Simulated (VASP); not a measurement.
# V (Im-3m) in VASP: a series of runs

V is run at these levels: BLYP+D3(BJ), LDA, PBE, r2SCAN; tasks: relaxation of cell and atoms, single point.

Everything below comes from runs of VASP 6.6.1. Logs are shortened: lines on timing, memory, paths and dates and some standing lists are left out, and cuts for length are marked.

## Step 1: The cell of the first run

It takes space group Im-3m (No. 229, cubic). The conventional cell has a = 3.029 Å, b = 3.029 Å, c = 3.029 Å, α = 90.00°, β = 90.00°, γ = 90.00°. V (site symmetry m-3m) has 14 V at 2.62 to 3.03 Å within 3.5 Å.

## Step 2: Relaxation of cell and atoms, BLYP+D3(BJ), collinear spin, ferromagnetic start

Contents of INCAR:

```
SYSTEM = V
PREC     = Accurate       ! precision mode
ENCUT    = 600            ! plane-wave cutoff, eV
EDIFF    = 1E-7           ! SCF threshold, eV
ISMEAR   = -1             ! smearing method
SIGMA    = 0.05           ! smearing width, eV
LREAL    = .FALSE.        ! projectors in reciprocal space
LASPH    = .TRUE.         ! aspherical terms in the spheres
NELM     = 150            ! most SCF steps
ALGO     = Normal         ! electronic algorithm
ISIF     = 3              ! what is computed and relaxed
LWAVE    = .FALSE.        ! write WAVECAR
LCHARG   = .FALSE.        ! write CHGCAR
ISPIN    = 2              ! spin polarisation
MAGMOM   = 2              ! initial moments
LORBIT   = 11             ! projections on sites
LMAXMIX  = 4              ! l up to which the mixer works
GGA      = B5             ! functional
ALDAX    = 1.0          
AGGAX    = 1.0          
AGGAC    = 1.0          
ALDAC    = 0.0          
IVDW     = 12             ! dispersion correction
VDW_S6   = 1.0          
VDW_S8   = 2.6996       
VDW_A1   = 0.4298       
VDW_A2   = 4.2359       
IBRION   = 2              ! ionic algorithm
NSW      = 60             ! ionic steps
EDIFFG   = -0.01          ! ionic threshold
```

Contents of KPOINTS:

```
Automatic mesh
0
G
  12 12 12
  0 0 0
```

Contents of POSCAR:

```
V
1.0
   -1.5143500000      1.5143500000      1.5143500000
    1.5143500000     -1.5143500000      1.5143500000
    1.5143500000      1.5143500000     -1.5143500000
V
1
Direct
    0.0000000000      0.0000000000      0.0000000000
```

Potentials or basis: VASP PAW PBE potentials, release 64 (V_sv).

Command:

```console
cat potpaw_PBE.64/V_sv/POTCAR > POTCAR
mpirun -np 1 vasp_std > vasp.out
```

OUTCAR:

```text
SYSTEM = V
   PREC = Accurate
   ENCUT = 600
   EDIFF = 1E-7
   ISMEAR = -1
   LREAL = .FALSE.
   LASPH = .TRUE.
   NELM = 150
   ISIF = 3
   ISPIN = 2
   LORBIT = 11
   GGA = B5
   IVDW = 12
   IBRION = 2
   NSW = 60
   EDIFFG = -0.01
 IVDW          = 12

 ion  position               nearest neighbor table
   1  0.000  0.000  0.000-

  LATTYP: Found a body centered cubic cell.
 ALAT       =     3.0287000000

  Lattice vectors:

 A1 = (  -1.5143500000,   1.5143500000,   1.5143500000)
 A2 = (   1.5143500000,  -1.5143500000,   1.5143500000)
 A3 = (   1.5143500000,   1.5143500000,  -1.5143500000)

Analysis of symmetry for initial positions (statically):
=====================================================================
 Subroutine PRICEL returns:
 Original cell was already a primitive cell.

 Routine SETGRP: Setting up the symmetry group for a
 body centered cubic supercell.

 Subroutine GETGRP returns: Found 48 space group operations
 (whereof 48 operations were pure point group operations)
 out of a pool of 48 trial point group operations.

The static configuration has the point symmetry O_h .

Analysis of symmetry for dynamics (positions and initial velocities):
=====================================================================
 Subroutine PRICEL returns:
 Original cell was already a primitive cell.

 Routine SETGRP: Setting up the symmetry group for a
 body centered cubic supercell.

 Subroutine GETGRP returns: Found 48 space group operations
 (whereof 48 operations were pure point group operations)
 out of a pool of 48 trial point group operations.

The dynamic configuration has the point symmetry O_h .

Analysis of structural, dynamic, and magnetic symmetry:
=====================================================================
 Subroutine PRICEL returns:
 Original cell was already a primitive cell.

 Routine SETGRP: Setting up the symmetry group for a
 body centered cubic supercell.

 Subroutine GETGRP returns: Found 48 space group operations
 (whereof 48 operations were pure point group operations)
 out of a pool of 48 trial point group operations.

The overall configuration has the point symmetry O_h .

 Subroutine INISYM returns: Found 48 space group operations
 (whereof 48 operations are pure point group operations),
 and found     1 'primitive' translations

----------------------------------------------------------------------------------------

                                     Primitive cell

  volume of cell :      13.8912

  direct lattice vectors                    reciprocal lattice vectors
    -1.514350000  1.514350000  1.514350000     0.000000000  0.330174662  0.330174662
[... 84 lines left out ...]
   EDIFF  = 0.1E-06   stopping-criterion for ELM
   LREAL  =      F    real-space projection
   EDIFFG = -.1E-01   stopping-criterion for IOM
   NSW    =     60    number of steps for IOM
   IBRION =      2    ionic relax: 0-MD 1-quasi-New 2-CG
   NFREE  =      1    steps in history (QN), initial steepest desc. (CG)
   ISIF   =      3    stress and relaxation
   ISYM   =      2    0-nonsym 1-usesym 2-fastsym
   POTIM  = 0.5000    time-step for ionic-motion
   TEBEG  =    0.0;   TEEND  =   0.0 temperature during run
   PSTRESS=    0.0 pullay stress
   NELECT =      13.0000    total number of electrons
   NUPDOWN=      -1.0000    fix difference up-down
   EMIN   =  10.00;   EMAX   =-10.00  energy-range for DOS
   EFERMI =   0.00;   METHOD = LEGACY
   ISMEAR =    -1;   SIGMA  =   0.05  broadening in eV -4-tet -1-fermi 0-gaus
   EFERMI_NEDOS =   21; number of points for ismear=-14 and -15
   IALGO  =     38    algorithm
   IMIX   =      4    mixing-type and parameters
     AMIX     =   0.40;   BMIX     =  1.00
     AMIX_MAG =   1.60;   BMIX_MAG =  1.00
  volume/ion in A,a.u.               =      13.89        93.74
  Fermi-wavevector in a.u.,A,eV,Ry     =   1.601313  3.026044 34.888125  2.564205
  Thomas-Fermi vector in A             =   2.698311
   LORBIT       =     11    0 simple, 1 ext, 2 COOP (PROOUT), +10 PAW based schemes
   GGA     = B5    functional components
   LHFCALC =     F    Hartree Fock is set to
   AEXX    =    0.0000 exact exchange contribution
   IVDW    =    12    specifies the selected vdW correction
   LEPSILON=     F    determine dielectric tensor
   LRPA    =     F    only Hartree local field effects (RPA)
 conjugate gradient relaxation of ions
 spin polarized calculation
  energy-cutoff  :      600.00
  volume of cell :       13.89
 maximum number of plane-waves:       476
 NGX is ok and might be reduce to    24
   NGX = 11   NGY = 11   NGZ = 11

--------------------------------------- Ionic step        1  -------------------------------------------

 number of electron      13.0000003 magnetization       0.0005331

 Free energy of the ion-electron system (eV)
  ---------------------------------------------------
  ext. energy  EPLUGINS =         0.00000000
  ---------------------------------------------------
  free energy    TOTEN  =        -7.84503955 eV

  energy without entropy =       -7.82543857  energy(sigma->0) =       -7.83523906

 E-fermi :   9.8121     XC(G=0): -12.1845

 val. band max:        9.8102791671   @ k =  -0.3333   0.3333   0.1667
 cond. band min:       9.8124787101   @ k =   0.3333   0.1667  -0.0000
 fundamental gap:      0.0021995430
 Fermi energy:         9.8121458320

 spin component 1

 k-point     1 :       0.0000    0.0000    0.0000
  band No.  band energies     occupation
      1     -53.6605      1.00000
      2     -27.1867      1.00000
      3     -27.1867      1.00000
      4     -27.1867      1.00000
      5       3.4725      1.00000
      6      10.1547      0.00106
      7      10.1547      0.00106
      8      10.1547      0.00106
      9      12.1148      0.00000
     10      12.1148      0.00000
     11      30.2452      0.00000
[... 784 lines left out ...]
 number of electron      13.0000004 magnetization      -0.0000001

 number of electron      13.0000004 magnetization       0.0000001

 Free energy of the ion-electron system (eV)
  ---------------------------------------------------
  ext. energy  EPLUGINS =         0.00000000
  ---------------------------------------------------
  free energy    TOTEN  =        -7.74294435 eV

  energy without entropy =       -7.72906144  energy(sigma->0) =       -7.73600289

 E-fermi :  11.3554     XC(G=0): -12.8165

 val. band max:       11.3516247362   @ k =  -0.1667   0.2500   0.0833
 cond. band min:      11.3967085946   @ k =   0.0833   0.0833   0.0000
 fundamental gap:      0.0450838584
 Fermi energy:        11.3553943493

 spin component 1

 k-point     1 :       0.0000    0.0000    0.0000
  band No.  band energies     occupation
      1     -52.0161      1.00000
      2     -25.3277      1.00000
      3     -25.3277      1.00000
      4     -25.3277      1.00000
      5       4.7804      1.00000
      6      11.7041      0.00093
      7      11.7041      0.00093
      8      11.7041      0.00093
      9      13.9696      0.00000
     10      13.9696      0.00000
     11      32.7041      0.00000
[... 694 lines left out ...]
  FREE ENERGIE OF THE ION-ELECTRON SYSTEM (eV)
  ---------------------------------------------------
  free  energy   TOTEN  =        -9.4933584517 eV

  energy  without entropy=       -9.4794755416  energy(sigma->0) =       -9.48641700

 reached required accuracy - stopping structural energy minimisation

 total charge

# of ion       s       p       d       tot
------------------------------------------
    1        2.369   6.233   3.275  11.877

 magnetization (x)

# of ion       s       p       d       tot
------------------------------------------
    1       -0.000   0.000  -0.000   0.000
```

CONTCAR:

```text
V
   1.00000000000000
    -1.4557135731243045    1.4557135731243045    1.4557135731243045
     1.4557135731243045   -1.4557135731243045    1.4557135731243045
     1.4557135731243045    1.4557135731243045   -1.4557135731243045
  V
     1
Direct
     0.0000000000000000    0.0000000000000000    0.0000000000000000

  0.00000000E+00  0.00000000E+00  0.00000000E+00
```

Wall time 2 min (1 thread of Intel Xeon Platinum 8488C (Sapphire Rapids), shared host); peak memory 0.18 GiB.

What came out:

```
Free energy                                           : -9.4934 eV
Relaxed volume                                        : 12.34 Å³/atom
Relaxed cell                                          : a = 2.521 Å, b = 2.521 Å, c = 2.521 Å, α = 109.47°, β = 109.47°, γ = 109.47°
Space group after relaxing (to 0.05 Å)                : Im-3m (No. 229)
Energy gained by relaxing                             : 103.5 meV/atom
Ionic steps                                           : 4
Pressure after relaxing                               : -0.1 GPa
Net moment                                            : 0.00 μB per cell
Valence electrons inside the program's atomic spheres : V 11.88
Dispersion energy per atom                            : -1.750 eV
```

Step by step:
| step | energy change (eV) | largest force (eV/Å) | pressure (GPa) | volume (Å³) |
| --- | --- | --- | --- | --- |
| 1 | 0.0000 | 0.0000 | -19.32 | 13.89 |
| 2 | 0.0559 | 0.0000 | 37.08 | 10.79 |
| 3 | -0.1034 | 0.0000 | -0.81 | 12.38 |
| 4 | -0.1035 | 0.0000 | -0.08 | 12.34 |

Final structure:
```cif
data_structure
_symmetry_space_group_name_H-M 'P 1'
_symmetry_Int_Tables_number 1
_cell_length_a 2.5214
_cell_length_b 2.5214
_cell_length_c 2.5214
_cell_angle_alpha 109.471
_cell_angle_beta 109.471
_cell_angle_gamma 109.471
_cell_volume 12.34
loop_
_atom_site_label
_atom_site_type_symbol
_atom_site_fract_x
_atom_site_fract_y
_atom_site_fract_z
_atom_site_occupancy
V1 V 0.00000 0.00000 0.00000 1
```

Caveat: the PAW data sets were made with another functional, which shifts forces and pressure a little; the volume moved by -11 % from the deposited cell, more than functionals usually miss; pairwise dispersion overbinds metals, which lowers pressure and volume.

## Step 3: Single point, LDA, collinear spin, ferromagnetic start

Contents of INCAR:

```
SYSTEM = V
  PREC = Accurate
  ENCUT = 520
  EDIFF = 1E-6
  ISMEAR = -1
  SIGMA = 0.05
  LREAL = .FALSE.
  LASPH = .TRUE.
  NELM = 150
  ALGO = Normal
  ISIF = 2
  LWAVE = .FALSE.
  LCHARG = .TRUE.
  ISPIN = 2
  MAGMOM = 2
  LORBIT = 11
  LMAXMIX = 4
  LELF = .TRUE.
  LVHAR = .TRUE.
  NBANDS = 16
```

KPOINTS is that of step 2.

POSCAR is that of step 2.

Potentials or basis: VASP PAW LDA potentials, release 64 (V_sv).

Command:

```console
cat potpaw_LDA.64/V_sv/POTCAR > POTCAR
mpirun -np 1 vasp_std > vasp.out
```

OUTCAR:

```text
SYSTEM = V
   PREC = Accurate
   ENCUT = 520
   EDIFF = 1E-6
   ISMEAR = -1
   LREAL = .FALSE.
   LASPH = .TRUE.
   NELM = 150
   ISIF = 2
   ISPIN = 2
   LORBIT = 11

 ion  position               nearest neighbor table
   1  0.000  0.000  0.000-

  LATTYP: Found a body centered cubic cell.
 ALAT       =     3.0287000000

  Lattice vectors:

 A1 = (  -1.5143500000,   1.5143500000,   1.5143500000)
 A2 = (   1.5143500000,  -1.5143500000,   1.5143500000)
 A3 = (   1.5143500000,   1.5143500000,  -1.5143500000)

Analysis of symmetry for initial positions (statically):
=====================================================================
 Subroutine PRICEL returns:
 Original cell was already a primitive cell.

 Routine SETGRP: Setting up the symmetry group for a
 body centered cubic supercell.

 Subroutine GETGRP returns: Found 48 space group operations
 (whereof 48 operations were pure point group operations)
 out of a pool of 48 trial point group operations.

The static configuration has the point symmetry O_h .

Analysis of symmetry for dynamics (positions and initial velocities):
=====================================================================
 Subroutine PRICEL returns:
 Original cell was already a primitive cell.

 Routine SETGRP: Setting up the symmetry group for a
 body centered cubic supercell.

 Subroutine GETGRP returns: Found 48 space group operations
 (whereof 48 operations were pure point group operations)
 out of a pool of 48 trial point group operations.

The dynamic configuration has the point symmetry O_h .

Analysis of structural, dynamic, and magnetic symmetry:
=====================================================================
 Subroutine PRICEL returns:
 Original cell was already a primitive cell.

 Routine SETGRP: Setting up the symmetry group for a
 body centered cubic supercell.

 Subroutine GETGRP returns: Found 48 space group operations
 (whereof 48 operations were pure point group operations)
 out of a pool of 48 trial point group operations.

The overall configuration has the point symmetry O_h .

 Subroutine INISYM returns: Found 48 space group operations
 (whereof 48 operations are pure point group operations),
[... 125 lines left out ...]
 spin polarized calculation
  energy-cutoff  :      520.00
  volume of cell :       13.89
 maximum number of plane-waves:       384
   NGX =  9   NGY =  9   NGZ =  9

 number of electron      12.9999997 magnetization       0.0010519

 Free energy of the ion-electron system (eV)
  ---------------------------------------------------
  ext. energy  EPLUGINS =         0.00000000
  ---------------------------------------------------
  free energy    TOTEN  =        -9.87355474 eV

  energy without entropy =       -9.85483824  energy(sigma->0) =       -9.86419649

 E-fermi :   9.0964     XC(G=0): -13.0568

 val. band max:        9.0884252536   @ k =  -0.1667   0.2500   0.0833
 cond. band min:       9.1294594678   @ k =  -0.3333   0.3333   0.1667
 fundamental gap:      0.0410342142
 Fermi energy:         9.0963822033

 spin component 1

 k-point     1 :       0.0000    0.0000    0.0000
  band No.  band energies     occupation
      1     -53.8855      1.00000
      2     -27.6387      1.00000
      3     -27.6387      1.00000
      4     -27.6387      1.00000
      5       2.6538      1.00000
      6       9.4872      0.00040
[... 435 lines left out ...]
      5       6.4699      1.00000
      6       7.9287      1.00000
[... 8 lines left out ...]
     15      37.7992      0.00000
     16      38.2340      0.00000

 [... further k-points ...]

 spin component 2

 k-point     1 :       0.0000    0.0000    0.0000
  band No.  band energies     occupation
      1     -53.8848      1.00000
      2     -27.6379      1.00000
      3     -27.6379      1.00000
      4     -27.6379      1.00000
      5       2.6543      1.00000
      6       9.4879      0.00040
[... 435 lines left out ...]
      5       6.4706      1.00000
      6       7.9294      1.00000
[... 8 lines left out ...]
     15      37.7998      0.00000
     16      38.2345      0.00000

 [... further k-points ...]
[... 5 lines left out ...]
  --------------------------------------------------------------------------------------
  -------------------------------------------------------------------------------------
  Total       -1.5107254     -1.5107254     -1.5107254     -0.0000000     -0.0000000      0.0000000
  in kB     -174.2437982   -174.2437982   -174.2437982     -0.0000000     -0.0000000      0.0000000
  external PRESSURE =    -174.2437982 kB  Pullay stress =       0.0000000 kB

 VOLUME and BASIS-vectors are now :
 -----------------------------------------------------------------------------
  energy-cutoff  :      520.00
  volume of cell :       13.89
      direct lattice vectors                 reciprocal lattice vectors
    -1.514350000  1.514350000  1.514350000     0.000000000  0.330174662  0.330174662
     1.514350000 -1.514350000  1.514350000     0.330174662  0.000000000  0.330174662
     1.514350000  1.514350000 -1.514350000     0.330174662  0.330174662  0.000000000

 POSITION                                       TOTAL-FORCE (eV/Angst)
 -----------------------------------------------------------------------------------
      0.00000      0.00000      0.00000         0.000000     -0.000000      0.000000
 -----------------------------------------------------------------------------------
    total drift:                               -0.000000     -0.000000      0.000000

  FREE ENERGIE OF THE ION-ELECTRON SYSTEM (eV)
  ---------------------------------------------------
  free  energy   TOTEN  =        -9.8735547369 eV

  energy  without entropy=       -9.8548382374  energy(sigma->0) =       -9.86419649

 total charge

# of ion       s       p       d       tot
------------------------------------------
    1        2.335   6.206   3.085  11.626

 magnetization (x)

# of ion       s       p       d       tot
------------------------------------------
    1        0.000   0.000   0.001   0.001
```

OSZICAR:

```text
N       E                     dE             d eps       ncg     rms          rms(c)
DAV:   1     0.916399142967E+02    0.91640E+02   -0.64372E+03  4648   0.879E+02
DAV:   2    -0.926754674580E+01   -0.10091E+03   -0.96693E+02  5088   0.269E+02
DAV:   3    -0.108354710780E+02   -0.15679E+01   -0.15662E+01  5224   0.364E+01
DAV:   4    -0.108417969751E+02   -0.63259E-02   -0.63258E-02  5488   0.244E+00
DAV:   5    -0.108418535673E+02   -0.56592E-04   -0.56593E-04  5200   0.215E-01    0.195E+01
DAV:   6    -0.987267355179E+01    0.96918E+00   -0.17636E+00  4656   0.220E+01    0.246E+00
DAV:   7    -0.987717968285E+01   -0.45061E-02   -0.74010E-02  5096   0.271E+00    0.179E+00
DAV:   8    -0.987740576690E+01   -0.22608E-03   -0.55139E-03  5032   0.779E-01    0.801E-01
DAV:   9    -0.987333437637E+01    0.40714E-02   -0.18294E-03  5280   0.519E-01    0.197E-01
DAV:  10    -0.987353459913E+01   -0.20022E-03   -0.52224E-04  5128   0.210E-01    0.409E-02
DAV:  11    -0.987355018288E+01   -0.15584E-04   -0.12671E-05  5128   0.390E-02    0.191E-02
DAV:  12    -0.987355445706E+01   -0.42742E-05   -0.16589E-06  4296   0.135E-02    0.490E-03
DAV:  13    -0.987355473692E+01   -0.27987E-06   -0.11195E-07  2480   0.343E-03
   1 F= -.98735547E+01 E0= -.98641965E+01  d E =-.187165E-01  mag=     0.0007
```

stdout:

```text
POSCAR found type information on POSCAR V
 POSCAR found :  1 types and       1 ions
 scaLAPACK will be used
 LDA part: xc-table for (Slater(with rela. corr.)+CA(PZ))
 , standard interpolation
 POSCAR, INCAR and KPOINTS ok, starting setup
 FFT: planning ... GRIDC
 FFT: planning ... GRID_SOFT
 FFT: planning ... GRID
 WAVECAR not read
 entering main loop
```

It took 38 s on 1 thread of AMD EPYC 7R43 (Zen 3), shared host; peak memory 0.1 GiB.

What came out:

* Free energy: -9.8736 eV
* Pressure: -17.4 GPa
* Net moment: 0.00 μB per cell
* Valence electrons inside the program's atomic spheres: V 11.63

Levels at points of the mesh, in eV from the Fermi level:
Spin up:
| k point | band 3 | band 4 | band 5 | band 6 | band 7 | band 8 | band 9 | band 10 |
| --- | --- | --- | --- | --- | --- | --- | --- | --- |
| (0.00, 0.00, 0.00) | -36.74 | -36.74 | -6.44 | 0.39 | 0.39 | 0.39 | 2.31 | 2.31 |
| (0.50, 0.00, 0.00) | -37.00 | -36.74 | -3.06 | -1.08 | 1.64 | 2.31 | 2.64 | 3.97 |
| (0.50, 0.50, 0.50) | -37.31 | -37.31 | -2.87 | -2.87 | 3.59 | 3.59 | 3.59 | 9.94 |
Spin down:
```tsv
k point	band 2	band 3	band 4	band 5	band 6	band 7	band 8	band 9	band 10	band 11
(0.00, 0.00, 0.00)	-36.73	-36.73	-36.73	-6.44	0.39	0.39	0.39	2.31	2.31	20.31
(0.50, 0.00, 0.00)	-37.58	-37.00	-36.74	-3.06	-1.08	1.64	2.31	2.64	3.97	9.82
(0.50, 0.50, 0.50)	-37.31	-37.31	-37.31	-2.86	-2.86	3.60	3.60	3.60	9.94	9.94
```

(Continued in part 2 of 2.)
